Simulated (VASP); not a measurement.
A run of VASP 6.6.1:

The input INCAR:

```
PREC = Accurate
ENCUT = 750
EDIFF = 1E-7
ISMEAR = 0
SIGMA = 0.1
LREAL = F
LASPH = T
NELM = 120
ALGO = Normal
ISIF = 3
LWAVE = F
LCHARG = F
GGA = PE
IBRION = 2
NSW = 90
EDIFFG = -0.04
GGA_COMPAT = F
NELMIN = 4
```

Contents of KPOINTS:

```
Automatic mesh
0
Gamma
  6 6 4
```

POSCAR

```
MgSiN
1.0
    3.4860761800      0.0000000000      0.0000000000
    0.0000000000      3.4860761800      0.0000000000
    0.0000000000      0.0000000000      5.8466376200
Mg Si N
2 2 2
Direct
    0.5000000000      0.0000000000      0.1748200100
    0.0000000000      0.5000000000      0.8251799900
    0.5000000000      0.0000000000      0.6298999800
    0.0000000000      0.5000000000      0.3701000200
    0.5000000000      0.5000000000      0.0000000000
    0.0000000000      0.0000000000      0.0000000000
```

Potentials or basis: VASP PAW PBE potentials, release 64 (Mg_sv, Si, N).

Command:

```sh
$ cat potpaw_PBE.64/Mg_sv/POTCAR potpaw_PBE.64/Si/POTCAR potpaw_PBE.64/N/POTCAR > POTCAR
$ mpirun -np 1 vasp_std > vasp.out
```

Hardware: 1 thread of Intel(R) Xeon(R) Platinum 8259CL CPU @ 2.50GHz (Skylake/Cascade Lake) (shared host).

Estimate the wall time of this run.

Wall time 27 min on 1 thread of Intel(R) Xeon(R) Platinum 8259CL CPU @ 2.50GHz (Skylake/Cascade Lake) (shared host), peak memory 0.28 GiB. Counts: scf iterations 374, k points 30, ion steps 41.
